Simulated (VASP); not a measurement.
# TiCo3 (Pm-3m) in VASP: a series of runs

TiCo3 is run at these levels: PBEsol; tasks: single point.

Program: VASP 6.6.1. These are calculated values, not measurements. Logs are shortened: lines on timing, memory, paths and dates and some standing lists are left out, and cuts for length are marked.

## Step 1: The cell of the first run

Symmetry: Pm-3m, No. 221, cubic system. The conventional cell has a = 3.292 Å, b = 3.292 Å, c = 3.292 Å, α = 90.00°, β = 90.00°, γ = 90.00°. Within 3.1 Å of Ti (site symmetry m-3m) lie 12 Co at 2.33 Å. Co (site symmetry 4/mmm) has 4 Ti at 2.33 Å and 8 Co at 2.33 Å within 3.1 Å.

## Step 2: Single point, PBEsol, collinear spin, ferromagnetic start

INCAR reads:

```
PREC     = Accurate       # precision mode
ENCUT    = 520            # plane-wave cutoff, eV
EDIFF    = 1E-7           # SCF threshold, eV
ISMEAR   = 0              # smearing method
SIGMA    = 0.15           # smearing width, eV
LREAL    = False          # projectors in reciprocal space
LASPH    = True           # aspherical terms in the spheres
NELM     = 150            # most SCF steps
ALGO     = Fast           # electronic algorithm
ISIF     = 2              # what is computed and relaxed
LWAVE    = False          # write WAVECAR
LCHARG   = False          # write CHGCAR
ISPIN    = 2              # spin polarisation
MAGMOM   = 0.8 1.76 1.76 1.76 # initial moments
LORBIT   = 11             # projections on sites
NUPDOWN  = 6.08           # fixed moment
LMAXMIX  = 4              # l up to which the mixer works
GGA      = PS             # functional
NBANDS   = 32             # bands
```

KPOINTS reads:

```
regular mesh
0
Gamma
  12 12 12
```

POSCAR reads:

```
TiCo3
1.0
    3.2921146286      0.0000000000      0.0000000000
    0.0000000000      3.2921146286      0.0000000000
    0.0000000000      0.0000000000      3.2921146286
Ti Co
1 3
Direct
    0.0000000000      0.0000000000      0.0000000000
    0.0000000000      0.5000000000      0.5000000000
    0.5000000000      0.0000000000      0.5000000000
    0.5000000000      0.5000000000      0.0000000000
```

Potentials or basis: VASP PAW PBE potentials, release 64 (Ti_sv, Co).

Run with:

```
> cat potpaw_PBE.64/Ti_sv/POTCAR potpaw_PBE.64/Co/POTCAR > POTCAR
> mpirun -np 1 vasp_std > vasp.out
```

OUTCAR:

```text
PREC = Accurate
   ENCUT = 520
   EDIFF = 1E-7
   ISMEAR = 0
   LREAL = False
   LASPH = True
   NELM = 150
   ISIF = 2
   ISPIN = 2
   LORBIT = 11
   NUPDOWN = 6.08
   GGA = PS

 ion  position               nearest neighbor table
   1  0.000  0.000  0.000-   2 2.33   3 2.33   4 2.33   2 2.33   3 2.33   2 2.33   4 2.33   2 2.33
                             3 2.33   4 2.33   3 2.33   4 2.33
   2  0.000  0.500  0.500-   1 2.33   3 2.33   4 2.33   1 2.33   4 2.33   1 2.33   3 2.33   1 2.33
                             3 2.33   4 2.33   4 2.33   3 2.33
   3  0.500  0.000  0.500-   1 2.33   2 2.33   4 2.33   1 2.33   4 2.33   2 2.33   4 2.33   4 2.33
                             1 2.33   2 2.33   1 2.33   2 2.33
   4  0.500  0.500  0.000-   1 2.33   2 2.33   3 2.33   2 2.33   3 2.33   1 2.33   3 2.33   3 2.33
                             1 2.33   2 2.33   2 2.33   1 2.33

  LATTYP: Found a simple cubic cell.
 ALAT       =     3.2921146286

  Lattice vectors:

 A1 = (   3.2921146286,   0.0000000000,   0.0000000000)
 A2 = (   0.0000000000,   3.2921146286,   0.0000000000)
 A3 = (   0.0000000000,   0.0000000000,   3.2921146286)

Analysis of symmetry for initial positions (statically):
=====================================================================
 Subroutine PRICEL returns:
 Original cell was already a primitive cell.

 Routine SETGRP: Setting up the symmetry group for a
 simple cubic supercell.

 Subroutine GETGRP returns: Found 48 space group operations
 (whereof 48 operations were pure point group operations)
 out of a pool of 48 trial point group operations.

The static configuration has the point symmetry O_h .

Analysis of symmetry for dynamics (positions and initial velocities):
=====================================================================
 Subroutine PRICEL returns:
 Original cell was already a primitive cell.

 Routine SETGRP: Setting up the symmetry group for a
 simple cubic supercell.

 Subroutine GETGRP returns: Found 48 space group operations
 (whereof 48 operations were pure point group operations)
 out of a pool of 48 trial point group operations.

The dynamic configuration has the point symmetry O_h .

Analysis of structural, dynamic, and magnetic symmetry:
=====================================================================
 Subroutine PRICEL returns:
 Original cell was already a primitive cell.

 Routine SETGRP: Setting up the symmetry group for a
 simple cubic supercell.

 Subroutine GETGRP returns: Found 48 space group operations
 (whereof 48 operations were pure point group operations)
 out of a pool of 48 trial point group operations.

The overall configuration has the point symmetry O_h .

 Subroutine INISYM returns: Found 48 space group operations
 (whereof 48 operations are pure point group operations),
 and found     1 'primitive' translations

----------------------------------------------------------------------------------------

                                     Primitive cell

  volume of cell :      35.6800

  direct lattice vectors                    reciprocal lattice vectors
     3.292114629  0.000000000  0.000000000     0.303756130  0.000000000  0.000000000
     0.000000000  3.292114629  0.000000000     0.000000000  0.303756130  0.000000000
     0.000000000  0.000000000  3.292114629     0.000000000  0.000000000  0.303756130

  length of vectors
     3.292114629  3.292114629  3.292114629     0.303756130  0.303756130  0.303756130

  position of ions in fractional coordinates (direct lattice)
     0.000000000  0.000000000  0.000000000
     0.000000000  0.500000000  0.500000000
     0.500000000  0.000000000  0.500000000
     0.500000000  0.500000000  0.000000000

  ion indices of the primitive-cell ions
   primitive index   ion index
                 1           1
                 2           2
                 3           3
                 4           4

----------------------------------------------------------------------------------------

 KPOINTS: regular mesh

Automatic generation of k-mesh.
 Grid dimensions read from file:
 generate k-points for:   12   12   12

 Generating k-lattice:

  Cartesian coordinates                     Fractional coordinates (reciprocal lattice)
     0.025313011  0.000000000  0.000000000     0.083333333  0.000000000  0.000000000
     0.000000000  0.025313011  0.000000000     0.000000000  0.083333333  0.000000000
     0.000000000  0.000000000  0.025313011     0.000000000  0.000000000  0.083333333

  Length of vectors
     0.025313011  0.025313011  0.025313011

  Shift w.r.t. Gamma in fractional coordinates (k-lattice)
     0.000000000  0.000000000  0.000000000

 Subroutine IBZKPT returns following result:
 ===========================================

 Found     84 irreducible k-points:

 Following reciprocal coordinates:
            Coordinates               Weight
  0.000000  0.000000  0.000000      1.000000
  0.083333  0.000000  0.000000      6.000000
  0.166667  0.000000  0.000000      6.000000
  0.250000  0.000000  0.000000      6.000000
  0.333333  0.000000  0.000000      6.000000
  0.416667  0.000000  0.000000      6.000000
[... 16 lines left out ...]
  0.333333  0.333333  0.000000     12.000000
  0.416667  0.333333  0.000000     24.000000
 [... further k-points ...]
   k-points           NKPTS =     84   k-points in BZ     NKDIM =     84   number of bands    NBANDS=     32
   number of dos      NEDOS =    301   number of ions     NIONS =      4
   total plane-waves  NPLWV =  13824
   dimension x,y,z NGX =    24 NGY =   24 NGZ =   24
   dimension x,y,z NGXF=    48 NGYF=   48 NGZF=   48
   ions per type =               1   3
   NGX,Y,Z   is equivalent  to a cutoff of  12.12, 12.12, 12.12 a.u.
   NGXF,Y,Z  is equivalent  to a cutoff of  24.24, 24.24, 24.24 a.u.
 SYSTEM =  unknown system
   PREC   = accura    normal or accurate (medium, high low for compatibility)
   ISTART =      0    job   : 0-new  1-cont  2-samecut
   ICHARG =      2    charge: 1-file 2-atom 10-const
   ISPIN  =      2    spin polarized calculation?
   LNONCOLLINEAR =      F non collinear calculations
   LSORBIT =      F    spin-orbit coupling
   LASPH  =      T    aspherical Exc in radial PAW
   ENCUT  =  520.0 eV  38.22 Ry    6.18 a.u.   6.12  6.12  6.12*2*pi/ulx,y,z
   NELM   =    150;   NELMIN=  2; NELMDL= -5     # of ELM steps
   EDIFF  = 0.1E-06   stopping-criterion for ELM
   LREAL  =      F    real-space projection
   EDIFFG = 0.1E-05   stopping-criterion for IOM
   NSW    =      0    number of steps for IOM
   IBRION =     -1    ionic relax: 0-MD 1-quasi-New 2-CG
   NFREE  =      0    steps in history (QN), initial steepest desc. (CG)
   ISIF   =      2    stress and relaxation
   ISYM   =      2    0-nonsym 1-usesym 2-fastsym
   POTIM  = 0.5000    time-step for ionic-motion
   TEBEG  =    0.0;   TEEND  =   0.0 temperature during run
   PSTRESS=    0.0 pullay stress
   NELECT =      39.0000    total number of electrons
   NUPDOWN=       6.0800    fix difference up-down
   EMIN   =  10.00;   EMAX   =-10.00  energy-range for DOS
   EFERMI =   0.00;   METHOD = LEGACY
   ISMEAR =     0;   SIGMA  =   0.15  broadening in eV -4-tet -1-fermi 0-gaus
   EFERMI_NEDOS =   21; number of points for ismear=-14 and -15
   IALGO  =     68    algorithm
   IMIX   =      4    mixing-type and parameters
     AMIX     =   0.40;   BMIX     =  1.00
     AMIX_MAG =   1.60;   BMIX_MAG =  1.00
  volume/ion in A,a.u.               =       8.92        60.20
  Fermi-wavevector in a.u.,A,eV,Ry     =   1.686377  3.186791 38.693179  2.843868
  Thomas-Fermi vector in A             =   2.769053
   LORBIT       =     11    0 simple, 1 ext, 2 COOP (PROOUT), +10 PAW based schemes
   GGA     = PS    functional components
   LHFCALC =     F    Hartree Fock is set to
   AEXX    =    0.0000 exact exchange contribution
   IVDW    =     0    specifies the selected vdW correction
   LEPSILON=     F    determine dielectric tensor
   LRPA    =     F    only Hartree local field effects (RPA)
 spin polarized calculation
 RMM-DIIS sequential band-by-band and
 Gauss-broadening in eV      SIGMA  =   0.15
  energy-cutoff  :      520.00
  volume of cell :       35.68
 maximum number of plane-waves:       976
   NGX = 13   NGY = 13   NGZ = 13

 number of electron      39.0000053 magnetization       6.0800019

 Free energy of the ion-electron system (eV)
  ---------------------------------------------------
  ext. energy  EPLUGINS =         0.00000000
  ---------------------------------------------------
  free energy    TOTEN  =       -27.23296872 eV

  energy without entropy =      -27.15410022  energy(sigma->0) =      -27.19353447

 E-fermi :  13.6061     XC(G=0): -14.9157

 val. band max:       16.1210016716   @ k =   0.5000   0.4167   0.2500
 cond. band min:      13.6107697883   @ k =   0.2500   0.1667   0.0833
 fundamental gap:     -2.5102318834
 Fermi energy:        16.1222305565

 spin component 1

 k-point     1 :       0.0000    0.0000    0.0000
  band No.  band energies     occupation
      1     -40.9490      1.00000
      2     -17.4387      1.00000
      3     -17.4387      1.00000
      4     -17.4387      1.00000
      5       4.5112      1.00000
      6       7.4883      1.00000
[... 805 lines left out ...]
     30      28.3677      0.00000
     31      29.2190      0.00000

 [... further k-points ...]

 spin component 2

 k-point     1 :       0.0000    0.0000    0.0000
  band No.  band energies     occupation
      1     -40.3409      1.00000
      2     -16.8306      1.00000
      3     -16.8306      1.00000
      4     -16.8306      1.00000
      5       5.0836      1.00000
      6       8.7174      1.00000
[... 805 lines left out ...]
     30      29.2994      0.00000
     31      30.0538      0.00000

 [... further k-points ...]

 [bands above 31 left out]

------------------------ aborting loop because EDIFF is reached ----------------------------------------

  FORCE on cell =-STRESS in cart. coord.  units (eV):
  Direction    XX          YY          ZZ          XY          YZ          ZX
  --------------------------------------------------------------------------------------
  -------------------------------------------------------------------------------------
  Total       24.9457371     24.9457371     24.9457371     -0.0000000      0.0000000     -0.0000000
  in kB     1120.1652037   1120.1652037   1120.1652037     -0.0000000      0.0000000     -0.0000000
  external PRESSURE =    1120.1652037 kB  Pullay stress =       0.0000000 kB

 VOLUME and BASIS-vectors are now :
 -----------------------------------------------------------------------------
  energy-cutoff  :      520.00
  volume of cell :       35.68
      direct lattice vectors                 reciprocal lattice vectors
     3.292114629  0.000000000  0.000000000     0.303756130  0.000000000  0.000000000
     0.000000000  3.292114629  0.000000000     0.000000000  0.303756130  0.000000000
     0.000000000  0.000000000  3.292114629     0.000000000  0.000000000  0.303756130

 POSITION                                       TOTAL-FORCE (eV/Angst)
 -----------------------------------------------------------------------------------
      0.00000      0.00000      0.00000         0.000000      0.000000      0.000000
      0.00000      1.64606      1.64606         0.000000      0.000000      0.000000
      1.64606      0.00000      1.64606         0.000000      0.000000      0.000000
      1.64606      1.64606      0.00000         0.000000      0.000000      0.000000
 -----------------------------------------------------------------------------------
    total drift:                                0.000000     -0.000000     -0.000000

  FREE ENERGIE OF THE ION-ELECTRON SYSTEM (eV)
  ---------------------------------------------------
  free  energy   TOTEN  =       -27.2329687181 eV

  energy  without entropy=      -27.1541002161  energy(sigma->0) =      -27.19353447

 total charge

# of ion       s       p       d       tot
------------------------------------------
    1        2.333   6.335   2.436  11.104
    2        0.654   0.792   7.453   8.900
    3        0.654   0.792   7.453   8.900
    4        0.654   0.792   7.453   8.900
--------------------------------------------------
tot          4.296   8.712  24.796  37.803

 magnetization (x)

# of ion       s       p       d       tot
------------------------------------------
    1        0.015   0.063   0.614   0.691
    2        0.021   0.137   1.582   1.740
    3        0.021   0.137   1.582   1.740
    4        0.021   0.137   1.582   1.740
--------------------------------------------------
tot          0.078   0.473   5.360   5.911
```

Run time: 81 s. Hardware: 1 thread of Intel Xeon 6975P-C (Granite Rapids), shared host; peak memory 0.25 GiB.

Results:

| Property | Result |
| --- | --- |
| Free energy | -27.2330 eV |
| Pressure | 112.0 GPa |
| Net moment | 6.08 μB per cell |
| Site moments | Ti +0.69; Co +1.74 μB |
| Valence electrons inside the program's atomic spheres | Ti 11.10; Co 8.90 |

Caveat: the PAW data sets were made with another functional, which shifts forces and pressure a little; the total moment is fixed, so each spin has its own Fermi level.

[end of part 1 of 2]
